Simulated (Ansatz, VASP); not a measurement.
## Two plane-wave programs on Sc4GeSe

```
CELL_PARAMETERS angstrom
6.43135 0.00000 0.00000
0.00000 6.43135 0.00000
0.00000 0.00000 5.03526
ATOMIC_POSITIONS crystal
Sc 0.34640 0.80983 0.50000
Sc 0.65360 0.19017 0.50000
Sc 0.19017 0.34640 0.50000
Sc 0.80983 0.65360 0.50000
Ge 0.00000 0.00000 0.00000
Se 0.00000 0.00000 0.50000
```

Alike in both runs: functional PBE; k mesh 6 × 6 × 8; occupations gaussian, width 0.1 eV; no spin polarisation.

Ansatz relaxed the structure, and its values are those at the end. VASP's run is a single point on that final structure, the one shown.

```csv
,VASP,Ansatz
version,VASP 6.6.1,Ansatz 0.2.0
potentials or method,"VASP PAW PBE potentials, release 64 (Sc_sv, Ge_d, Se), cutoff 520 eV","scalar-relativistic, plane waves, PAW"
valence electrons in the cell,64,74
```

```csv
,VASP,Ansatz,Ansatz less VASP
gap on the k mesh at the Fermi level (eV),none,none,-
pressure (GPa),0.0,0.0,-0.06
rms of the force components (eV/Å),0.013,0.002,-0.0102
```

A gap of «none» marks a metal or a gap that the smearing closes. VASP's potentials hold 64 valence electrons a cell and Ansatz's 74, so a difference there can come from the potentials and not from the codes.
